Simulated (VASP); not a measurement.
# ZnSnP2 (I-42d) in VASP: further runs

ZnSnP2 is run at these levels: LDA, PBEsol; tasks: single point.

Everything below comes from runs of VASP 6.6.1. Logs are shortened: lines on timing, memory, paths and dates and some standing lists are left out, and cuts for length are marked.

## (1) The cell of the first run

It takes space group I-42d (No. 122, tetragonal). The conventional cell has a = 5.571 Å, b = 5.571 Å, c = 11.187 Å, α = 90.00°, β = 90.00°, γ = 90.00°. Zn (site symmetry -4) has 4 P at 2.34 Å within 3.1 Å. Within 3.3 Å of Sn (site symmetry -4) lie 4 P at 2.50 Å. Within 3.1 Å of P (site symmetry 2) lie 2 Zn at 2.34 Å and 2 Sn at 2.50 Å.

## (2) Single point, LDA

INCAR reads:

```
PREC = Accurate
ENCUT = 500
EDIFF = 1E-6
ISMEAR = -1
SIGMA = 0.02
LREAL = F
LASPH = T
NELM = 120
ALGO = Normal
ISIF = 2
LWAVE = F
LCHARG = F
GGA = CA
NBANDS = 46
GGA_COMPAT = F
```

KPOINTS reads:

```
regular mesh
0
Gamma
  6 6 6
```

POSCAR reads:

```
ZnSnP2
1.0
   -2.7855033052      2.7855033052      5.5933363622
    2.7855033052     -2.7855033052      5.5933363622
    2.7855033052      2.7855033052     -5.5933363622
Zn Sn P
2 2 4
Direct
    0.7500000000      0.2500000000      0.5000000000
    0.0000000000      0.0000000000      0.0000000000
    0.2500000000      0.7500000000      0.5000000000
    0.5000000000      0.5000000000      0.0000000000
    0.3750000000      0.3490074761      0.4740074761
    0.6509925239      0.1250000000      0.0259925239
    0.0990074761      0.6250000000      0.9740074761
    0.8750000000      0.9009925239      0.5259925239
```

Potentials or basis: VASP PAW LDA potentials, release 64 (Zn, Sn_d, P).

Launch:

```console
$ cat potpaw_LDA.64/Zn/POTCAR potpaw_LDA.64/Sn_d/POTCAR potpaw_LDA.64/P/POTCAR > POTCAR
$ mpirun -np 1 vasp_std > vasp.out
```

OUTCAR:

```text
PREC = Accurate
   ENCUT = 500
   EDIFF = 1E-6
   ISMEAR = -1
   LREAL = F
   LASPH = T
   NELM = 120
   ISIF = 2
   GGA = CA

 ion  position               nearest neighbor table
   1  0.750  0.250  0.500-   5 2.34   6 2.34   7 2.34   8 2.34
   2  0.000  0.000  0.000-   5 2.34   6 2.34   7 2.34   8 2.34
   3  0.250  0.750  0.500-   6 2.50   5 2.50   7 2.50   8 2.50
   4  0.500  0.500  0.000-   8 2.50   7 2.50   5 2.50   6 2.50
   5  0.375  0.349  0.474-   1 2.34   2 2.34   4 2.50   3 2.50
   6  0.651  0.125  0.026-   1 2.34   2 2.34   3 2.50   4 2.50
   7  0.099  0.625  0.974-   1 2.34   2 2.34   3 2.50   4 2.50
   8  0.875  0.901  0.526-   1 2.34   2 2.34   4 2.50   3 2.50

  LATTYP: Found a body centered tetragonal cell.
 ALAT       =     5.5710066104
 C/A-ratio  =     2.0080164155

  Lattice vectors:

 A1 = (  -2.7855033052,   2.7855033052,   5.5933363622)
 A2 = (   2.7855033052,  -2.7855033052,   5.5933363622)
 A3 = (   2.7855033052,   2.7855033052,  -5.5933363622)

Analysis of symmetry for initial positions (statically):
=====================================================================
 Subroutine PRICEL returns:
 Original cell was already a primitive cell.

 Routine SETGRP: Setting up the symmetry group for a
 body centered tetragonal supercell.

 Subroutine GETGRP returns: Found  8 space group operations
 (whereof  4 operations were pure point group operations)
 out of a pool of 16 trial point group operations.

The static configuration has the point symmetry S_4 .
 The point group associated with its full space group is D_2d.

Analysis of symmetry for dynamics (positions and initial velocities):
=====================================================================
 Subroutine PRICEL returns:
 Original cell was already a primitive cell.

 Routine SETGRP: Setting up the symmetry group for a
 body centered tetragonal supercell.

 Subroutine GETGRP returns: Found  8 space group operations
 (whereof  4 operations were pure point group operations)
 out of a pool of 16 trial point group operations.

The dynamic configuration has the point symmetry S_4 .
 The point group associated with its full space group is D_2d.

 Subroutine INISYM returns: Found  8 space group operations
 (whereof  4 operations are pure point group operations),
 and found     1 'primitive' translations

----------------------------------------------------------------------------------------

                                     Primitive cell

  volume of cell :     173.5954

  direct lattice vectors                    reciprocal lattice vectors
    -2.785503305  2.785503305  5.593336362     0.000000000  0.179500774  0.089392085
     2.785503305 -2.785503305  5.593336362     0.179500774  0.000000000  0.089392085
     2.785503305  2.785503305 -5.593336362     0.179500774  0.179500774  0.000000000

  length of vectors
     6.841306088  6.841306088  6.841306088     0.200527985  0.200527985  0.253852429

  position of ions in fractional coordinates (direct lattice)
     0.750000000  0.250000000  0.500000000
     0.000000000  0.000000000  0.000000000
     0.250000000  0.750000000  0.500000000
     0.500000000  0.500000000  0.000000000
     0.375000000  0.349007476  0.474007476
     0.650992524  0.125000000  0.025992524
     0.099007476  0.625000000  0.974007476
     0.875000000  0.900992524  0.525992524

  ion indices of the primitive-cell ions
   primitive index   ion index
                 1           1
                 2           2
                 3           3
                 4           4
                 5           5
                 6           6
                 7           7
                 8           8

----------------------------------------------------------------------------------------

 KPOINTS: regular mesh

Automatic generation of k-mesh.
 Grid dimensions read from file:
 generate k-points for:    6    6    6

 Generating k-lattice:

  Cartesian coordinates                     Fractional coordinates (reciprocal lattice)
     0.000000000  0.029916796  0.014898681     0.166666667  0.000000000  0.000000000
     0.029916796  0.000000000  0.014898681     0.000000000  0.166666667  0.000000000
     0.029916796  0.029916796  0.000000000     0.000000000  0.000000000  0.166666667

  Length of vectors
     0.033421331  0.033421331  0.042308738

  Shift w.r.t. Gamma in fractional coordinates (k-lattice)
     0.000000000  0.000000000  0.000000000

 Subroutine IBZKPT returns following result:
 ===========================================

 Found     30 irreducible k-points:

 Following reciprocal coordinates:
            Coordinates               Weight
  0.000000  0.000000  0.000000      1.000000
  0.166667  0.000000 -0.000000      8.000000
  0.333333  0.000000 -0.000000      8.000000
  0.500000  0.000000 -0.000000      4.000000
  0.166667  0.166667 -0.000000      8.000000
  0.333333  0.166667 -0.000000     16.000000
[... 16 lines left out ...]
 -0.333333 -0.333333  0.166667      8.000000
 -0.166667 -0.333333  0.166667      8.000000
 [... further k-points ...]
   k-points           NKPTS =     30   k-points in BZ     NKDIM =     30   number of bands    NBANDS=     46
   number of dos      NEDOS =    301   number of ions     NIONS =      8
   total plane-waves  NPLWV = 125000
   dimension x,y,z NGX =    50 NGY =   50 NGZ =   50
   dimension x,y,z NGXF=   100 NGYF=  100 NGZF=  100
   ions per type =               2   2   4
   NGX,Y,Z   is equivalent  to a cutoff of  12.15, 12.15, 12.15 a.u.
   NGXF,Y,Z  is equivalent  to a cutoff of  24.30, 24.30, 24.30 a.u.
 SYSTEM =  unknown system
   PREC   = accura    normal or accurate (medium, high low for compatibility)
   ISTART =      0    job   : 0-new  1-cont  2-samecut
   ICHARG =      2    charge: 1-file 2-atom 10-const
   ISPIN  =      1    spin polarized calculation?
   LNONCOLLINEAR =      F non collinear calculations
   LSORBIT =      F    spin-orbit coupling
   LASPH  =      T    aspherical Exc in radial PAW
   ENCUT  =  500.0 eV  36.75 Ry    6.06 a.u.  12.47 12.47 12.47*2*pi/ulx,y,z
   NELM   =    120;   NELMIN=  2; NELMDL= -5     # of ELM steps
   EDIFF  = 0.1E-05   stopping-criterion for ELM
   LREAL  =      F    real-space projection
   EDIFFG = 0.1E-04   stopping-criterion for IOM
   NSW    =      0    number of steps for IOM
   IBRION =     -1    ionic relax: 0-MD 1-quasi-New 2-CG
   NFREE  =      0    steps in history (QN), initial steepest desc. (CG)
   ISIF   =      2    stress and relaxation
   ISYM   =      2    0-nonsym 1-usesym 2-fastsym
   POTIM  = 0.5000    time-step for ionic-motion
   TEBEG  =    0.0;   TEEND  =   0.0 temperature during run
   PSTRESS=    0.0 pullay stress
   NELECT =      72.0000    total number of electrons
   NUPDOWN=      -1.0000    fix difference up-down
   EMIN   =  10.00;   EMAX   =-10.00  energy-range for DOS
   EFERMI =   0.00;   METHOD = LEGACY
   ISMEAR =    -1;   SIGMA  =   0.02  broadening in eV -4-tet -1-fermi 0-gaus
   EFERMI_NEDOS =   21; number of points for ismear=-14 and -15
   IALGO  =     38    algorithm
   IMIX   =      4    mixing-type and parameters
     AMIX     =   0.40;   BMIX     =  1.00
     AMIX_MAG =   1.60;   BMIX_MAG =  1.00
  volume/ion in A,a.u.               =      21.70       146.43
  Fermi-wavevector in a.u.,A,eV,Ry     =   1.220880  2.307128 20.280129  1.490547
  Thomas-Fermi vector in A             =   2.356082
   LORBIT       =      0    0 simple, 1 ext, 2 COOP (PROOUT), +10 PAW based schemes
   GGA     = CA    functional components
   LHFCALC =     F    Hartree Fock is set to
   AEXX    =    0.0000 exact exchange contribution
   IVDW    =     0    specifies the selected vdW correction
   LEPSILON=     F    determine dielectric tensor
   LRPA    =     F    only Hartree local field effects (RPA)
 non-spin polarized calculation
  energy-cutoff  :      500.00
  volume of cell :      173.60
 maximum number of plane-waves:      4438
 NGX is ok and might be reduce to    50
   NGX = 25   NGY = 25   NGZ = 25

 number of electron      72.0000005 magnetization

 Free energy of the ion-electron system (eV)
  ---------------------------------------------------
  ext. energy  EPLUGINS =         0.00000000
  ---------------------------------------------------
  free energy    TOTEN  =       -38.28388587 eV

  energy without entropy =      -38.28388587  energy(sigma->0) =      -38.28388587

 E-fermi :   5.4263     XC(G=0): -10.0365

 val. band max:        4.9850525479   @ k =   0.0000   0.0000   0.0000
 cond. band min:       5.8289621106   @ k =   0.0000   0.0000   0.0000
 fundamental gap:      0.8439095628
 Fermi energy:         5.4262760954

 k-point     1 :       0.0000    0.0000    0.0000
  band No.  band energies     occupation
      1     -16.6173      2.00000
      2     -16.6168      2.00000
      3     -16.6168      2.00000
      4     -16.5949      2.00000
      5     -16.5820      2.00000
      6     -16.5820      2.00000
[... 38 lines left out ...]
     45       9.7791      0.00000
     46       9.8662      0.00000

 k-point     2 :       0.1667    0.0000   -0.0000
  band No.  band energies     occupation
      1     -16.6194      2.00000
      2     -16.6157      2.00000
      3     -16.6150      2.00000
      4     -16.5957      2.00000
      5     -16.5844      2.00000
      6     -16.5806      2.00000
[... 38 lines left out ...]
     45       9.4943      0.00000
     46      10.0048      0.00000

 k-point     3 :       0.3333    0.0000   -0.0000
  band No.  band energies     occupation
      1     -16.6211      2.00000
      2     -16.6150      2.00000
      3     -16.6117      2.00000
      4     -16.5966      2.00000
      5     -16.5900      2.00000
      6     -16.5784      2.00000
[... 38 lines left out ...]
     45       9.6848      0.00000
     46      10.3761      0.00000

 k-point     4 :       0.5000    0.0000   -0.0000
  band No.  band energies     occupation
      1     -16.6217      2.00000
      2     -16.6151      2.00000
      3     -16.6092      2.00000
      4     -16.5954      2.00000
      5     -16.5948      2.00000
      6     -16.5774      2.00000
[... 920 lines left out ...]
     45       9.5465      0.00000
     46       9.9584      0.00000

 k-point    23 :      -0.3333   -0.3333    0.1667
  band No.  band energies     occupation
      1     -16.6214      2.00000
      2     -16.6204      2.00000
      3     -16.6115      2.00000
      4     -16.6001      2.00000
      5     -16.5793      2.00000
      6     -16.5790      2.00000
[... 38 lines left out ...]
     45       9.8478      0.00000
     46      10.1587      0.00000

 k-point    24 :      -0.1667   -0.3333    0.1667
  band No.  band energies     occupation
      1     -16.6211      2.00000
      2     -16.6192      2.00000
      3     -16.6137      2.00000
      4     -16.5981      2.00000
      5     -16.5808      2.00000
      6     -16.5777      2.00000
[... 38 lines left out ...]
     45       9.2770      0.00000
     46       9.7987      0.00000

 [... further k-points ...]

------------------------ aborting loop because EDIFF is reached ----------------------------------------

  FORCE on cell =-STRESS in cart. coord.  units (eV):
  Direction    XX          YY          ZZ          XY          YZ          ZX
  --------------------------------------------------------------------------------------
  -------------------------------------------------------------------------------------
  Total        0.0675074      0.0675074      0.0587312      0.0000000     -0.0000000      0.0000000
  in kB        0.6230512      0.6230512      0.5420525      0.0000000     -0.0000000      0.0000000
  external PRESSURE =       0.5960516 kB  Pullay stress =       0.0000000 kB

 VOLUME and BASIS-vectors are now :
 -----------------------------------------------------------------------------
  energy-cutoff  :      500.00
  volume of cell :      173.60
      direct lattice vectors                 reciprocal lattice vectors
    -2.785503305  2.785503305  5.593336362     0.000000000  0.179500774  0.089392085
     2.785503305 -2.785503305  5.593336362     0.179500774  0.000000000  0.089392085
     2.785503305  2.785503305 -5.593336362     0.179500774  0.179500774  0.000000000

 POSITION                                       TOTAL-FORCE (eV/Angst)
 -----------------------------------------------------------------------------------
     -0.00000      2.78550      2.79667        -0.000000     -0.000000     -0.000000
      0.00000      0.00000      0.00000        -0.000000     -0.000000      0.000000
      2.78550     -0.00000      2.79667        -0.000000     -0.000000      0.000000
      0.00000      0.00000      5.59334        -0.000000     -0.000000     -0.000000
      1.24795      1.39275      1.39833         0.026410     -0.000000     -0.000000
     -1.39275      1.53756      4.19500        -0.000000     -0.026410      0.000000
      4.17825      1.24795     -1.39833        -0.000000      0.026410     -0.000000
      1.53756      1.39275      6.99167        -0.026410     -0.000000      0.000000
 -----------------------------------------------------------------------------------
    total drift:                               -0.000005     -0.000005     -0.000006

  FREE ENERGIE OF THE ION-ELECTRON SYSTEM (eV)
  ---------------------------------------------------
  free  energy   TOTEN  =       -38.2838858741 eV

  energy  without entropy=      -38.2838858741  energy(sigma->0) =      -38.28388587
```

It took 3.6 min on 1 thread of Intel Xeon Platinum 8488C (Sapphire Rapids), shared host; peak memory 0.39 GiB.

Results:

* Free energy: -38.2839 eV
* Pressure: 0.1 GPa
* Largest force: 0.026 eV/Å
* Band gap on the k mesh: 0.84 eV

Forces on the atoms (eV/Å):
```
Zn   0.000  0.000  0.000
Zn   0.000  0.000  0.000
Sn   0.000  0.000  0.000
Sn   0.000  0.000  0.000
P    0.026  0.000  0.000
P    0.000 -0.026  0.000
P    0.000  0.026  0.000
P   -0.026  0.000  0.000
```

Levels at points of the mesh, in eV from the valence-band top:
```
           k point  band 32  band 33  band 34  band 35  band 36  band 37  band 38  band 39  band 40  band 41
(0.00, 0.00, 0.00)    -2.72    -2.72    -0.02     0.00     0.00     0.84     1.15     1.41     3.23     3.23
(0.50, 0.00, 0.00)    -2.63    -2.38    -2.08    -1.59    -1.09     2.49     2.57     2.64     3.53     3.65
(0.50, 0.50, 0.00)    -1.64    -1.17    -1.17    -0.89    -0.89     1.03     1.03     2.76     2.76     4.14
(0.50, 0.50, 0.50)    -2.81    -1.82    -1.82    -1.52    -1.52     1.15     1.15     1.19     1.19     2.05
```

Caveat: spin-orbit coupling is left out, which moves the levels of the heavy elements. A k mesh can miss the band edges.

(Part 1 of 2 ends here.)
